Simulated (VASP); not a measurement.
TaH2Br3, 6 atoms in the cell. It takes space group P3m1 (No. 156, trigonal). The conventional cell has a = 3.229 Å, b = 3.229 Å, c = 13.476 Å, α = 90.00°, β = 90.00°, γ = 120.00°. Ta (site symmetry 3m) has 3 H at 2.68 Å and 6 Ta at 3.23 Å and 1 Br at 3.42 Å within 3.5 Å. Within 3.3 Å of H (site symmetry 3m) lie 6 Br at 2.40 Å and 6 H at 3.23 Å. H (site symmetry 3m) has 3 Br at 2.39 Å and 3 Ta at 2.68 Å and 6 H at 3.23 Å within 3.3 Å. Within 3.3 Å of Br (site symmetry 3m) lie 3 H at 2.40 Å and 7 Br at 3.03 to 3.23 Å. Within 3.3 Å of Br (site symmetry 3m) lie 3 H at 2.40 Å and 7 Br at 3.03 to 3.23 Å. Br (site symmetry 3m) has 3 H at 2.39 Å and 6 Br at 3.23 Å and 1 Ta at 3.42 Å within 3.5 Å. The cell was generated, and may not be a known phase.

```yaml
Program: VASP 6.6.1
Task: single point
Functional: PBE
Potentials_or_basis: VASP PAW PBE potentials, release 64 (Ta_pv, H, Br)
Cutoff: 520 eV
k_mesh: 6 × 6 × 2
Occupations: gaussian, width 0.1 eV
Spin: no spin polarisation
Dipole_correction: no
Further_INCAR_settings: ALGO = Normal; EDIFF = 1e-06; NBANDS = 26
```

Potentials or basis: VASP PAW PBE potentials, release 64 (Ta_pv, H, Br).

Command:

```bash
$ cat potpaw_PBE.64/Ta_pv/POTCAR potpaw_PBE.64/H/POTCAR potpaw_PBE.64/Br/POTCAR > POTCAR
$ mpirun -np 1 vasp_std > vasp.out
```

Hardware: 1 thread of Intel Xeon 8259CL (shared host).

Task: How long does it take, and how much memory?

Result: Run time: 99 s on 1 thread of Intel Xeon 8259CL, on a shared host, peak memory 0.24 GiB. Counts: scf iterations 18, k points 14.
